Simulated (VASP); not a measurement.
# Cu (Fd-3m) in VASP: notebook

The runs below take Cu through single point, with BLYP.

Program: VASP 6.6.1. These are calculated values, not measurements. Logs are shortened: lines on timing, memory, paths and dates and some standing lists are left out, and cuts for length are marked.

### Step 1. The cell of the first run

Symmetry: Fd-3m, No. 227, cubic system. Conventional cell: a = 5.396 Å, b = 5.396 Å, c = 5.396 Å, α = 90.00°, β = 90.00°, γ = 90.00°. Cu (site symmetry -43m) has 4 Cu at 2.34 Å within 3.1 Å.

### Step 2. Single point, BLYP (volume scaled by 0.96)

File INCAR:

```
  PREC = Accurate
  ENCUT = 520
  EDIFF = 1E-7
  ISMEAR = -1
  SIGMA = 0.1
  LREAL = False
  LASPH = True
  NELM = 60
  ALGO = Normal
  ISIF = 2
  LWAVE = False
  LCHARG = False
  GGA = B5
  ALDAX = 1.0
  AGGAX = 1.0
  AGGAC = 1.0
  ALDAC = 0.0
  NBANDS = 18
```

File KPOINTS:

```
regular mesh
0
Gamma
  11 11 11
```

File POSCAR:

```
Cu
1.0
    0.0000000000      2.6981284493      2.6981284493
    2.6981284493      0.0000000000      2.6981284493
    2.6981284493      2.6981284493      0.0000000000
Cu
2
Direct
    0.1250000000      0.1250000000      0.1250000000
    0.8750000000      0.8750000000      0.8750000000
```

Potentials or basis: VASP PAW PBE potentials, release 64 (Cu).

Run with:

```bash
cat potpaw_PBE.64/Cu/POTCAR > POTCAR
mpirun -np 1 vasp_std > vasp.out
```

OUTCAR:

```text
PREC = Accurate
   ENCUT = 520
   EDIFF = 1E-7
   ISMEAR = -1
   LREAL = False
   LASPH = True
   NELM = 60
   ISIF = 2
   GGA = B5

 ion  position               nearest neighbor table
   1  0.125  0.125  0.125-   2 2.34   2 2.34   2 2.34   2 2.34
   2  0.875  0.875  0.875-   1 2.34   1 2.34   1 2.34   1 2.34

  LATTYP: Found a face centered cubic cell.
 ALAT       =     5.3962568986

  Lattice vectors:

 A1 = (   0.0000000000,   2.6981284493,   2.6981284493)
 A2 = (   2.6981284493,   0.0000000000,   2.6981284493)
 A3 = (   2.6981284493,   2.6981284493,   0.0000000000)

Analysis of symmetry for initial positions (statically):
=====================================================================
 Subroutine PRICEL returns:
 Original cell was already a primitive cell.

 Routine SETGRP: Setting up the symmetry group for a
 face centered cubic supercell.

 Subroutine GETGRP returns: Found 48 space group operations
 (whereof 12 operations were pure point group operations)
 out of a pool of 48 trial point group operations.

The static configuration has the point symmetry D_3d.
 The point group associated with its full space group is O_h .

Analysis of symmetry for dynamics (positions and initial velocities):
=====================================================================
 Subroutine PRICEL returns:
 Original cell was already a primitive cell.

 Routine SETGRP: Setting up the symmetry group for a
 face centered cubic supercell.

 Subroutine GETGRP returns: Found 48 space group operations
 (whereof 12 operations were pure point group operations)
 out of a pool of 48 trial point group operations.

The dynamic configuration has the point symmetry D_3d.
 The point group associated with its full space group is O_h .

 Subroutine INISYM returns: Found 48 space group operations
 (whereof 12 operations are pure point group operations),
 and found     1 'primitive' translations

----------------------------------------------------------------------------------------

                                     Primitive cell

  volume of cell :      39.2842

  direct lattice vectors                    reciprocal lattice vectors
     0.000000000  2.698128449  2.698128449    -0.185313638  0.185313638  0.185313638
     2.698128449  0.000000000  2.698128449     0.185313638 -0.185313638  0.185313638
     2.698128449  2.698128449  0.000000000     0.185313638  0.185313638 -0.185313638

  length of vectors
[... 72 lines left out ...]
 SYSTEM =  unknown system
   PREC   = accura    normal or accurate (medium, high low for compatibility)
   ISTART =      0    job   : 0-new  1-cont  2-samecut
   ICHARG =      2    charge: 1-file 2-atom 10-const
   ISPIN  =      1    spin polarized calculation?
   LNONCOLLINEAR =      F non collinear calculations
   LSORBIT =      F    spin-orbit coupling
   LASPH  =      T    aspherical Exc in radial PAW
   ENCUT  =  520.0 eV  38.22 Ry    6.18 a.u.   7.09  7.09  7.09*2*pi/ulx,y,z
   NELM   =     60;   NELMIN=  2; NELMDL= -5     # of ELM steps
   EDIFF  = 0.1E-06   stopping-criterion for ELM
   LREAL  =      F    real-space projection
   EDIFFG = 0.1E-05   stopping-criterion for IOM
   NSW    =      0    number of steps for IOM
   IBRION =     -1    ionic relax: 0-MD 1-quasi-New 2-CG
   NFREE  =      0    steps in history (QN), initial steepest desc. (CG)
   ISIF   =      2    stress and relaxation
   ISYM   =      2    0-nonsym 1-usesym 2-fastsym
   POTIM  = 0.5000    time-step for ionic-motion
   TEBEG  =    0.0;   TEEND  =   0.0 temperature during run
   PSTRESS=    0.0 pullay stress
   NELECT =      22.0000    total number of electrons
   NUPDOWN=      -1.0000    fix difference up-down
   EMIN   =  10.00;   EMAX   =-10.00  energy-range for DOS
   EFERMI =   0.00;   METHOD = LEGACY
   ISMEAR =    -1;   SIGMA  =   0.10  broadening in eV -4-tet -1-fermi 0-gaus
   EFERMI_NEDOS =   21; number of points for ismear=-14 and -15
   IALGO  =     38    algorithm
   IMIX   =      4    mixing-type and parameters
     AMIX     =   0.40;   BMIX     =  1.00
     AMIX_MAG =   1.60;   BMIX_MAG =  1.00
  volume/ion in A,a.u.               =      19.64       132.55
  Fermi-wavevector in a.u.,A,eV,Ry     =   1.349407  2.550010 24.774855  1.820900
  Thomas-Fermi vector in A             =   2.476997
   LORBIT       =      0    0 simple, 1 ext, 2 COOP (PROOUT), +10 PAW based schemes
   GGA     = B5    functional components
   LHFCALC =     F    Hartree Fock is set to
   AEXX    =    0.0000 exact exchange contribution
   IVDW    =     0    specifies the selected vdW correction
   LEPSILON=     F    determine dielectric tensor
   LRPA    =     F    only Hartree local field effects (RPA)
 non-spin polarized calculation
  energy-cutoff  :      520.00
  volume of cell :       39.28
 maximum number of plane-waves:      1067
   NGX = 15   NGY = 15   NGZ = 15

 number of electron      21.9999980 magnetization

 Free energy of the ion-electron system (eV)
  ---------------------------------------------------
  ext. energy  EPLUGINS =         0.00000000
  ---------------------------------------------------
  free energy    TOTEN  =        -4.58776456 eV

  energy without entropy =       -4.56206781  energy(sigma->0) =       -4.57491619

 E-fermi :   2.9864     XC(G=0):  -9.1734

 val. band max:        2.9656302471   @ k =  -0.3636   0.3636   0.0000
 cond. band min:       3.0348611173   @ k =  -0.3636   0.2727   0.0909
 fundamental gap:      0.0692308703
 Fermi energy:         2.9864075535

 k-point     1 :       0.0000    0.0000    0.0000
  band No.  band energies     occupation
      1      -3.0831      2.00000
      2       0.0764      2.00000
      3       0.0765      2.00000
      4       0.0765      2.00000
      5       0.0866      2.00000
      6       0.0866      2.00000
[... 481 lines left out ...]
      5       0.2418      2.00000
      6       0.4504      2.00000
[... 10 lines left out ...]
     17      15.8703      0.00000
     18      15.9065      0.00000

 [... further k-points ...]
[... 5 lines left out ...]
  --------------------------------------------------------------------------------------
  -------------------------------------------------------------------------------------
  Total        0.5715636      0.5715636      0.5715636     -0.0000000     -0.0000000      0.0000000
  in kB       23.3108076     23.3108076     23.3108076     -0.0000000     -0.0000000      0.0000000
  external PRESSURE =      23.3108076 kB  Pullay stress =       0.0000000 kB

 VOLUME and BASIS-vectors are now :
 -----------------------------------------------------------------------------
  energy-cutoff  :      520.00
  volume of cell :       39.28
      direct lattice vectors                 reciprocal lattice vectors
     0.000000000  2.698128449  2.698128449    -0.185313638  0.185313638  0.185313638
     2.698128449  0.000000000  2.698128449     0.185313638 -0.185313638  0.185313638
     2.698128449  2.698128449  0.000000000     0.185313638  0.185313638 -0.185313638

 POSITION                                       TOTAL-FORCE (eV/Angst)
 -----------------------------------------------------------------------------------
      0.67453      0.67453      0.67453         0.000000      0.000000      0.000000
      4.72172      4.72172      4.72172        -0.000000     -0.000000     -0.000000
 -----------------------------------------------------------------------------------
    total drift:                                0.000000      0.000000     -0.000000

  FREE ENERGIE OF THE ION-ELECTRON SYSTEM (eV)
  ---------------------------------------------------
  free  energy   TOTEN  =        -4.5877645599 eV

  energy  without entropy=       -4.5620678138  energy(sigma->0) =       -4.57491619
```

stdout:

```text
POSCAR found type information on POSCAR Cu
 POSCAR found :  1 types and       2 ions
 scaLAPACK will be used
 -----------------------------------------------------------------------------
|                                                                             |
|                                                                             |
|     You enforced a specific xc type in the INCAR file but a different       |
|     I HOPE YOU KNOW WHAT YOU ARE DOING!                                     |
|                                                                             |
 -----------------------------------------------------------------------------

 LDA part: xc-table for (Slater(with rela. corr.)+VWN5), standard interpolation
 POSCAR, INCAR and KPOINTS ok, starting setup
 FFT: planning ... GRIDC
 FFT: planning ... GRID_SOFT
 FFT: planning ... GRID
 WAVECAR not read
 entering main loop
```

Run time: 45 s. Hardware: 1 thread of Intel Xeon Platinum 8259CL at 2.50GHz (Skylake/Cascade Lake), shared host; peak memory 0.17 GiB.

Results:

```yaml
Free_energy: -4.5878 eV
Pressure: 2.3 GPa
Band_gap_on_the_k_mesh: zero (band 11 reaches 3.30 eV, above the bottom of band 12 at 2.62 eV)
```

Caveat: the cell differs from its parent crystal (volume scaled by 0.96); the PAW data sets were made with another functional, which shifts forces and pressure a little.

### Step 3. Single point, BLYP

This run uses another cell than the first one, of 20.46 Å³/atom, 1.042 times its volume.

File INCAR:

```
AGGAC = 1.0 ; AGGAX = 1.0
ALDAC = 0.0 ; ALDAX = 1.0
ALGO = Normal ; EDIFF = 1E-6
ENCUT = 520 ; GGA = B5
ISIF = 2 ; ISMEAR = -1
LASPH = True ; LCHARG = False
LREAL = False ; LWAVE = False
NBANDS = 18 ; NELM = 100
PREC = Accurate ; SIGMA = 0.1
```

File KPOINTS:

```
k-points
0
Gamma
  11 11 11
```

File POSCAR:

```
Cu
1.0
    0.0000000000      2.7350937064      2.7350937064
    2.7350937064      0.0000000000      2.7350937064
    2.7350937064      2.7350937064      0.0000000000
Cu
2
Direct
    0.1250000000      0.1250000000      0.1250000000
    0.8750000000      0.8750000000      0.8750000000
```

Potentials or basis: VASP PAW PBE potentials, release 64 (Cu).

Run with:

```bash
cat potpaw_PBE.64/Cu/POTCAR > POTCAR
mpirun -np 1 vasp_std > vasp.out
```

Wall time 49 s (1 thread of Intel Xeon Platinum 8259CL at 2.50GHz (Skylake/Cascade Lake), shared host); peak memory 0.18 GiB.

It converged, with:

```
Free energy            : -4.6015 eV
Pressure               : 0.3 GPa
Band gap on the k mesh : zero (band 11 reaches 2.97 eV, above the bottom of band 12 at 2.30 eV)
```

Levels at points of the mesh, in eV from the Fermi level:
| k point | band 8 | band 9 | band 10 | band 11 | band 12 | band 13 | band 14 | band 15 |
| --- | --- | --- | --- | --- | --- | --- | --- | --- |
| (0.00, 0.00, 0.00) | -1.80 | -1.80 | -1.23 | -1.23 | 9.28 | 9.28 | 9.28 | 10.25 |

Caveat: the PAW data sets were made with another functional, which shifts forces and pressure a little.

### Step 4. Single point, BLYP

This run uses another cell than the first one, of 20.46 Å³/atom, 1.042 times its volume.

File INCAR:

```
SYSTEM = Cu
AGGAC = 1.0 ; AGGAX = 1.0
ALDAC = 0.0 ; ALDAX = 1.0
ALGO = Normal ; EDIFF = 1E-6
ENCUT = 520 ; GGA = B5
ISIF = 2 ; ISMEAR = -1
LASPH = .True. ; LCHARG = .False.
LREAL = .False. ; LWAVE = .False.
NBANDS = 18 ; NELM = 100
PREC = Accurate ; SIGMA = 0.1
```

File KPOINTS:

```
k-points
0
Gamma
  11 11 11
  0 0 0
```

POSCAR is that of step 3.

Run with:

```bash
cat potpaw_PBE.64/Cu/POTCAR > POTCAR
mpirun -np 1 vasp_std > vasp.out
```

Run time: 46 s. Hardware: 1 thread of Intel Xeon Platinum 8259CL at 2.50GHz (Skylake/Cascade Lake), shared host; peak memory 0.18 GiB.

It converged, with:

* Free energy: -4.6015 eV
* Pressure: 0.3 GPa
* Band gap on the k mesh: zero (band 11 reaches 2.97 eV, above the bottom of band 12 at 2.30 eV)

Levels at points of the mesh, in eV from the Fermi level:
```csv
k point,band 8,band 9,band 10,band 11,band 12,band 13,band 14,band 15
"(0.00, 0.00, 0.00)",-1.80,-1.80,-1.23,-1.23,9.28,9.28,9.28,10.25
```

Caveat: the PAW data sets were made with another functional, which shifts forces and pressure a little.
